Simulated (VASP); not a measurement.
Wanted: the native input for a VASP 6.6.1 run.

```yaml
Task: single point
Functional: PBEsol
Potentials_or_basis: VASP PAW PBE potentials, release 64 (Ga_d, O)
Cutoff: 520 eV
k_mesh: 1 × 1 × 1
Occupations: fermi-dirac, width 0.05 eV
Spin: no spin polarisation
Dipole_correction: no
Further_INCAR_settings: LREAL = Auto; ALGO = Normal; EDIFF = 1e-06; NBANDS = 594
```

The structure of Ga2O3 lies in POSCAR:

```
Ga2O3
1.0
   12.2774750000      0.0000000000      0.0008750000
    0.0000000000      9.1417690000      0.0000000000
   -2.7571810000      0.0000000000     11.2891460000
Ga O
48 72
Direct
    0.4095190000      0.1666670000      0.1023590000
    0.4095190000      0.1666670000      0.6023590000
    0.4095190000      0.5000000000      0.1023590000
    0.4095190000      0.5000000000      0.6023590000
    0.4095190000      0.8333330000      0.1023590000
    0.4095190000      0.8333330000      0.6023590000
    0.1587690000      0.1666670000      0.1572250000
    0.1587690000      0.1666670000      0.6572250000
    0.1587690000      0.5000000000      0.1572250000
    0.1587690000      0.5000000000      0.6572250000
    0.1587690000      0.8333330000      0.1572250000
    0.1587690000      0.8333330000      0.6572250000
    0.0904810000      0.0000000000      0.3976410000
    0.0904810000      0.0000000000      0.8976410000
    0.0904810000      0.3333330000      0.3976410000
    0.0904810000      0.3333330000      0.8976410000
    0.0904810000      0.6666670000      0.3976410000
    0.0904810000      0.6666670000      0.8976410000
    0.9095190000      0.0000000000      0.1023590000
    0.9095190000      0.0000000000      0.6023590000
    0.9095190000      0.3333330000      0.1023590000
    0.9095190000      0.3333330000      0.6023590000
    0.9095190000      0.6666670000      0.1023590000
    0.9095190000      0.6666670000      0.6023590000
    0.6587690000      0.0000000000      0.1572250000
    0.6587690000      0.0000000000      0.6572250000
    0.6587690000      0.3333330000      0.1572250000
    0.6587690000      0.3333330000      0.6572250000
    0.6587690000      0.6666670000      0.1572250000
    0.6587690000      0.6666670000      0.6572250000
    0.3412310000      0.0000000000      0.3427750000
    0.3412310000      0.0000000000      0.8427750000
    0.3412310000      0.3333330000      0.3427750000
    0.3412310000      0.3333330000      0.8427750000
    0.3412310000      0.6666670000      0.3427750000
    0.3412310000      0.6666670000      0.8427750000
    0.5904810000      0.1666670000      0.3976410000
    0.5904810000      0.1666670000      0.8976410000
    0.5904810000      0.5000000000      0.3976410000
    0.5904810000      0.5000000000      0.8976410000
    0.5904810000      0.8333330000      0.3976410000
    0.5904810000      0.8333330000      0.8976410000
    0.8412310000      0.1666670000      0.3427750000
    0.8412310000      0.1666670000      0.8427750000
    0.8412310000      0.5000000000      0.3427750000
    0.8412310000      0.5000000000      0.8427750000
    0.8412310000      0.8333330000      0.3427750000
    0.8412310000      0.8333330000      0.8427750000
    0.3347420000      0.1666670000      0.4452350000
    0.3347420000      0.1666670000      0.9452350000
    0.3347420000      0.5000000000      0.4452350000
    0.3347420000      0.5000000000      0.9452350000
    0.3347420000      0.8333330000      0.4452350000
    0.3347420000      0.8333330000      0.9452350000
    0.3267660000      0.1666670000      0.2186140000
    0.3267660000      0.1666670000      0.7186140000
    0.3267660000      0.5000000000      0.2186140000
    0.3267660000      0.5000000000      0.7186140000
    0.3267660000      0.8333330000      0.2186140000
    0.3267660000      0.8333330000      0.7186140000
    0.0037240000      0.1666670000      0.3720150000
    0.0037240000      0.1666670000      0.8720150000
    0.0037240000      0.5000000000      0.3720150000
    0.0037240000      0.5000000000      0.8720150000
    0.0037240000      0.8333330000      0.3720150000
    0.0037240000      0.8333330000      0.8720150000
    0.1652580000      0.0000000000      0.0547650000
    0.1652580000      0.0000000000      0.5547650000
    0.1652580000      0.3333330000      0.0547650000
    0.1652580000      0.3333330000      0.5547650000
    0.1652580000      0.6666670000      0.0547650000
    0.1652580000      0.6666670000      0.5547650000
    0.8347420000      0.0000000000      0.4452350000
    0.8347420000      0.0000000000      0.9452350000
    0.8347420000      0.3333330000      0.4452350000
    0.8347420000      0.3333330000      0.9452350000
    0.8347420000      0.6666670000      0.4452350000
    0.8347420000      0.6666670000      0.9452350000
    0.1732340000      0.0000000000      0.2813860000
    0.1732340000      0.0000000000      0.7813860000
    0.1732340000      0.3333330000      0.2813860000
    0.1732340000      0.3333330000      0.7813860000
    0.1732340000      0.6666670000      0.2813860000
    0.1732340000      0.6666670000      0.7813860000
    0.8267660000      0.0000000000      0.2186140000
    0.8267660000      0.0000000000      0.7186140000
    0.8267660000      0.3333330000      0.2186140000
    0.8267660000      0.3333330000      0.7186140000
    0.8267660000      0.6666670000      0.2186140000
    0.8267660000      0.6666670000      0.7186140000
    0.4962760000      0.0000000000      0.1279850000
    0.4962760000      0.0000000000      0.6279850000
    0.4962760000      0.3333330000      0.1279850000
    0.4962760000      0.3333330000      0.6279850000
    0.4962760000      0.6666670000      0.1279850000
    0.4962760000      0.6666670000      0.6279850000
    0.5037240000      0.0000000000      0.3720150000
    0.5037240000      0.0000000000      0.8720150000
    0.5037240000      0.3333330000      0.3720150000
    0.5037240000      0.3333330000      0.8720150000
    0.5037240000      0.6666670000      0.3720150000
    0.5037240000      0.6666670000      0.8720150000
    0.6652580000      0.1666670000      0.0547650000
    0.6652580000      0.1666670000      0.5547650000
    0.6652580000      0.5000000000      0.0547650000
    0.6652580000      0.5000000000      0.5547650000
    0.6652580000      0.8333330000      0.0547650000
    0.6652580000      0.8333330000      0.5547650000
    0.6732340000      0.1666670000      0.2813860000
    0.6732340000      0.1666670000      0.7813860000
    0.6732340000      0.5000000000      0.2813860000
    0.6732340000      0.5000000000      0.7813860000
    0.6732340000      0.8333330000      0.2813860000
    0.6732340000      0.8333330000      0.7813860000
    0.9962760000      0.1666670000      0.1279850000
    0.9962760000      0.1666670000      0.6279850000
    0.9962760000      0.5000000000      0.1279850000
    0.9962760000      0.5000000000      0.6279850000
    0.9962760000      0.8333330000      0.1279850000
    0.9962760000      0.8333330000      0.6279850000
```

These files were run (other wordings do the same):

INCAR

```
SYSTEM = Ga2O3
PREC = Accurate
ENCUT = 520
EDIFF = 1E-6
ISMEAR = -1
SIGMA = 0.05
LREAL = Auto
LASPH = .True.
NELM = 60
ALGO = Normal
ISIF = 2
LWAVE = .False.
LCHARG = .False.
GGA = PS
NBANDS = 594
LUSENCCL = .False.
```

KPOINTS

```
regular mesh
0
Gamma
  1 1 1
  0 0 0
```

Potentials or basis: VASP PAW PBE potentials, release 64 (Ga_d, O).

Command:

```console
$ cat potpaw_PBE.64/Ga_d/POTCAR potpaw_PBE.64/O/POTCAR > POTCAR
$ mpirun -np 1 vasp_gam > vasp.out
```

It gave:

```
Pressure               : 0.3 GPa
Largest force          : 0.043 eV/Å
Band gap on the k mesh : 2.22 eV
```

Caveat: the k points lie up to 0.69 Å⁻¹ apart; the PAW data sets were made with another functional, which shifts forces and pressure a little.

It took 3.7 min on 1 × NVIDIA H100 80GB with 1 thread of AMD EPYC 7R13 Processor (Zen 3) (shared host), peak memory 1.9 GiB.
